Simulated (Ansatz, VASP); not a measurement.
# CsPbCl3: VASP beside Ansatz

```xyz
5
Lattice="4.0636 2.3289 3.3069 -4.0645 2.3371 3.3041 0.0055 -4.6806 3.3153" Properties=species:S:1:pos:R:3 pbc="T T T"
Cs   -0.0005   -0.0143    4.9663
Pb   -0.0001    0.0001   -0.0005
Cl    2.0341    1.1677    1.6479
Cl   -0.0001   -2.3390    1.6585
Cl   -2.0288    1.1709    1.6540
```

Change from the starting cell: cell sheared at random, sigma 0.03, atoms nudged by 0.01 Å; relaxed back.

Alike in both runs: functional PBE; k mesh 6 × 6 × 6; occupations gaussian, width 0.05 eV; no spin polarisation.

Ansatz relaxed the structure, and its values are those at the end. VASP's run is a single point on that final structure, the one shown.

```csv
,VASP,Ansatz
version,VASP 6.6.1,Ansatz 0.2.0
potentials or method,"VASP PAW PBE potentials, release 64 (Cs_sv, Pb_d, Cl), cutoff 520 eV","scalar-relativistic, plane waves, PAW"
valence electrons in the cell,44,44
```

Ansatz gave:

| Quantity | Value |
| --- | --- |
| gap on the k mesh at the Fermi level (eV) | 2.20 |
| least direct gap on the mesh (eV) | 2.20 |
| pressure (GPa) | 0.0 |

Task: What did VASP give for the same quantities?

Result: gap on the k mesh at the Fermi level (eV): 2.21; least direct gap on the mesh (eV): 2.21; pressure (GPa): 0.0.

With one functional, cell and mesh, what is left measures potentials, basis and numerics.

Spin-orbit coupling is off throughout.
